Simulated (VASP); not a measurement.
# KCl (Fm-3m) in VASP: vibrations by perturbation theory with PBEsol

Aim: the vibrations by perturbation theory of KCl with PBEsol.

Everything below comes from runs of VASP 6.6.1. Logs are shortened: lines on timing, memory, paths and dates and some standing lists are left out, and cuts for length are marked.

### 1 The cell of the first run

The structure is cubic, space group Fm-3m (No. 225). Conventional cell: a = 6.144 Å, b = 6.144 Å, c = 6.144 Å, α = 90.00°, β = 90.00°, γ = 90.00°. Within 4.0 Å of K (site symmetry m-3m) lie 6 Cl at 3.07 Å. Cl (site symmetry m-3m) has 6 K at 3.07 Å within 4.0 Å.

### 2 Vibrations by perturbation theory, PBEsol

Input file INCAR:

```
SYSTEM = KCl
ALGO = Normal ; EDIFF = 1E-8
ENCUT = 520 ; GGA = PS
IBRION = 8 ; ISIF = 2
ISMEAR = 0 ; LASPH = .TRUE.
LCHARG = .FALSE. ; LEPSILON = .TRUE.
LREAL = .FALSE. ; LWAVE = .FALSE.
NELM = 100 ; NSW = 1
PREC = Accurate ; SIGMA = 0.01
```

Input file KPOINTS:

```
k-points
0
G
  6 6 6
  0 0 0
```

Input file POSCAR:

```
KCl
1.0
    0.0000000000      3.0722485643      3.0722485643
    3.0722485643      0.0000000000      3.0722485643
    3.0722485643      3.0722485643      0.0000000000
K Cl
1 1
Direct
    0.0000000000      0.0000000000      0.0000000000
    0.5000000000      0.5000000000      0.5000000000
```

Potentials or basis: VASP PAW PBE potentials, release 64 (K_sv, Cl).

Launch:

```bash
cat potpaw_PBE.64/K_sv/POTCAR potpaw_PBE.64/Cl/POTCAR > POTCAR
mpirun -np 1 vasp_std > vasp.out
```

OUTCAR:

```text
SYSTEM = KCl
   EDIFF = 1E-8
   ENCUT = 520
   GGA = PS
   IBRION = 8
   ISIF = 2
   ISMEAR = 0
   LASPH = .TRUE.
   LEPSILON = .TRUE.
   LREAL = .FALSE.
   NELM = 100
   NSW = 1
   PREC = Accurate

 ion  position               nearest neighbor table
   1  0.000  0.000  0.000-   2 3.07   2 3.07   2 3.07   2 3.07   2 3.07   2 3.07
   2  0.500  0.500  0.500-   1 3.07   1 3.07   1 3.07   1 3.07   1 3.07   1 3.07

  LATTYP: Found a face centered cubic cell.
 ALAT       =     6.1444971286

  Lattice vectors:

 A1 = (   0.0000000000,   3.0722485643,   3.0722485643)
 A2 = (   3.0722485643,   0.0000000000,   3.0722485643)
 A3 = (   3.0722485643,   3.0722485643,   0.0000000000)

Analysis of symmetry for initial positions (statically):
=====================================================================
 Subroutine PRICEL returns:
 Original cell was already a primitive cell.

 Routine SETGRP: Setting up the symmetry group for a
 face centered cubic supercell.

 Subroutine GETGRP returns: Found 48 space group operations
 (whereof 48 operations were pure point group operations)
 out of a pool of 48 trial point group operations.

The static configuration has the point symmetry O_h .

Analysis of symmetry for dynamics (positions and initial velocities):
=====================================================================
 Subroutine PRICEL returns:
 Original cell was already a primitive cell.

 Routine SETGRP: Setting up the symmetry group for a
 face centered cubic supercell.

 Subroutine GETGRP returns: Found 48 space group operations
 (whereof 48 operations were pure point group operations)
 out of a pool of 48 trial point group operations.

The dynamic configuration has the point symmetry O_h .

 Subroutine INISYM returns: Found 48 space group operations
 (whereof 48 operations are pure point group operations),
[... 461 lines left out ...]
     0.00937 -0.00000  0.00000
    -0.00000 -0.00435 -0.00000
     0.00000 -0.00000 -0.00435

 MACROSCOPIC STATIC DIELECTRIC TENSOR (including local field effects in DFT)
 ------------------------------------------------------
           2.439873    -0.000000    -0.000000
          -0.000000     2.439873     0.000000
           0.000000     0.000000     2.439873
 ------------------------------------------------------

 PIEZOELECTRIC TENSOR (including local field effects)  for field in x, y, z        (e  Angst)
          XX          YY          ZZ          XY          YZ          ZX
  --------------------------------------------------------------------------------
  x     0.00000     0.00000     0.00000     0.00000     0.00000     0.00000
  y     0.00000     0.00000     0.00000     0.00000     0.00000     0.00000
  z     0.00000     0.00000     0.00000     0.00000     0.00000     0.00000

 PIEZOELECTRIC TENSOR (including local field effects)  for field in x, y, z        (C/m^2)
          XX          YY          ZZ          XY          YZ          ZX
  --------------------------------------------------------------------------------
  x     0.00000     0.00000     0.00000     0.00000     0.00000     0.00000
  y     0.00000     0.00000     0.00000     0.00000     0.00000     0.00000
  z     0.00000     0.00000     0.00000     0.00000     0.00000     0.00000

 BORN EFFECTIVE CHARGES (including local field effects) (in |e|, cummulative output)
 ---------------------------------------------------------------------------------
 ion    1
    1     1.11799     0.00000     0.00000
    2     0.00000     1.11799    -0.00000
    3     0.00000    -0.00000     1.11799
 ion    2
    1    -1.11799     0.00000    -0.00000
    2     0.00000    -1.11799     0.00000
    3    -0.00000     0.00000    -1.11799

 INTERNAL STRAIN TENSOR FOR ION    2 for displacements in x,y,z  (eV/Angst):
          X           Y           Z          XY          YZ          ZX
  --------------------------------------------------------------------------------
  x     0.00000     0.00000     0.00000     0.00000     0.00000     0.00000
  y     0.00000     0.00000     0.00000     0.00000     0.00000     0.00000
  z     0.00000     0.00000     0.00000     0.00000     0.00000     0.00000

 SECOND DERIVATIVES (NOT SYMMETRIZED)
 ------------------------------------
               1X          1Y          1Z          2X          2Y          2Z
  1X    -1.683614    0.000000    0.000000    1.683614    0.000000    0.000000
  1Y     0.000000   -1.683614    0.000000    0.000000    1.683614    0.000000
  1Z     0.000000    0.000000   -1.683614    0.000000    0.000000    1.683614
  2X     1.694341    0.000000    0.000000   -1.694341    0.000000    0.000000
  2Y     0.000000    1.694341    0.000000    0.000000   -1.694341    0.000000
  2Z     0.000000    0.000000    1.694341    0.000000    0.000000   -1.694341

 Eigenvectors and eigenvalues of the dynamical matrix
 ----------------------------------------------------

   1 f  =    4.712159 THz    29.607365 2PiTHz  157.180691 cm-1    19.487913 meV
             X         Y         Z           dx          dy          dz
      0.000000  0.000000  0.000000     0.673874    0.140432   -0.011952
      3.072249  3.072249  3.072249    -0.709918   -0.147943    0.012591
[... 21 lines left out ...]
   6 f/i=    0.007472 THz     0.046945 2PiTHz    0.249224 cm-1     0.030900 meV
             X         Y         Z           dx          dy          dz
      0.000000  0.000000  0.000000     0.270485   -0.668773   -0.074906
      3.072249  3.072249  3.072249     0.256752   -0.634817   -0.071103

--------------------------------------------------------------------------------------------------------

 MACROSCOPIC STATIC DIELECTRIC TENSOR IONIC CONTRIBUTION
 ------------------------------------------------------
           2.308957     0.000000     0.000000
           0.000000     2.308957    -0.000000
           0.000000    -0.000000     2.308957
 ------------------------------------------------------

 ELASTIC MODULI CONTR FROM IONIC RELAXATION (kBar)
 Direction    XX          YY          ZZ          XY          YZ          ZX
 --------------------------------------------------------------------------------
 XX           0.0000      0.0000      0.0000      0.0000      0.0000      0.0000
 YY           0.0000      0.0000      0.0000      0.0000      0.0000      0.0000
 ZZ           0.0000      0.0000      0.0000      0.0000      0.0000      0.0000
 XY           0.0000      0.0000      0.0000      0.0000      0.0000      0.0000
 YZ           0.0000      0.0000      0.0000      0.0000      0.0000      0.0000
 ZX           0.0000      0.0000      0.0000      0.0000      0.0000      0.0000
 --------------------------------------------------------------------------------

 PIEZOELECTRIC TENSOR IONIC CONTR  for field in x, y, z        (C/m^2)
          XX          YY          ZZ          XY          YZ          ZX
  --------------------------------------------------------------------------------
  x     0.00000     0.00000     0.00000     0.00000     0.00000     0.00000
  y     0.00000     0.00000     0.00000     0.00000     0.00000     0.00000
  z     0.00000     0.00000     0.00000     0.00000     0.00000     0.00000
```

stdout:

```text
POSCAR found type information on POSCAR K Cl
 POSCAR found :  2 types and       2 ions
 scaLAPACK will be used
 -----------------------------------------------------------------------------
|                                                                             |
|                                                                             |
|     You enforced a specific xc type in the INCAR file but a different       |
[... 39 lines left out ...]
 force on displaced ion       1 direction 1 :  -1.684   0.000   0.000
 Born effective charge ion    1 direction 1 :   1.118   0.000   0.000
 Linear response progress:
 first order change of Fermi-energy   0.61567E-01
 force on displaced ion       2 direction 1 :  -1.694   0.000   0.000
 Born effective charge ion    2 direction 1 :  -1.118   0.000   0.000
 Born effective charges drift removed
 Linear response finished
```

Run time: 5.5 min. Hardware: 1 thread of AMD EPYC 7R43 (Zen 3), shared host; peak memory 0.2 GiB.

What came out:

| Item | Value |
| --- | --- |
| Electronic dielectric tensor (diagonal) | 2.44 |
| Born charges (mean of the diagonal) | K +1.12; Cl -1.12 e |
| Highest phonon frequency at Γ, LO-TO splitting left out | 157 cm⁻¹ |

Phonon frequencies in cm⁻¹ (negative: imaginary):
| q point | frequencies |
| --- | --- |
| (0.000, 0.000, 0.000) | 0 0 0 157 157 157 |

Electronic dielectric tensor:
```
2.44 0.00 0.00
0.00 2.44 0.00
0.00 0.00 2.44
```

Born effective charge tensors (e):
atom 1, K
```
1.12 0.00 0.00
0.00 1.12 0.00
0.00 0.00 1.12
```
atom 2, Cl
```
-1.12  0.00  0.00
 0.00 -1.12  0.00
 0.00  0.00 -1.12
```

Caveat: the cell wasn't relaxed at this level first, which shifts response properties.
